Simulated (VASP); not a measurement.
A run of VASP 6.6.1 is set up as follows.

INCAR

```
PREC = Accurate
ENCUT = 520
EDIFF = 1E-6
ISMEAR = -1
SIGMA = 0.1
LREAL = F
LASPH = T
NELM = 100
ALGO = Normal
ISIF = 2
LWAVE = F
LCHARG = F
GGA = PS
NBANDS = 12
```

KPOINTS

```
Automatic mesh
0
Gamma
  16 16 16
```

File POSCAR:

```
Ti
1.0
    2.3967599945      0.0000000000      0.0000000000
    0.0000000000      2.3967599945      0.0000000000
    0.0000000000      0.0000000000      2.3967599945
Ti
1
Direct
    0.0000000000      0.0000000000      0.0000000000
```

Potentials or basis: VASP PAW PBE potentials, release 64 (Ti_sv).

Launch:

```sh
$ cat potpaw_PBE.64/Ti_sv/POTCAR > POTCAR
$ mpirun -np 1 vasp_std > vasp.out
```

(1) What does it give for the pressure?

(2) What does it give for the band gap on the k mesh?

Answers

(1) 30.0 GPa.

(2) zero (band 6 reaches 11.48 eV, above the bottom of band 7 at 8.61 eV).

Caveat: the PAW data sets were made with another functional, which shifts forces and pressure a little.
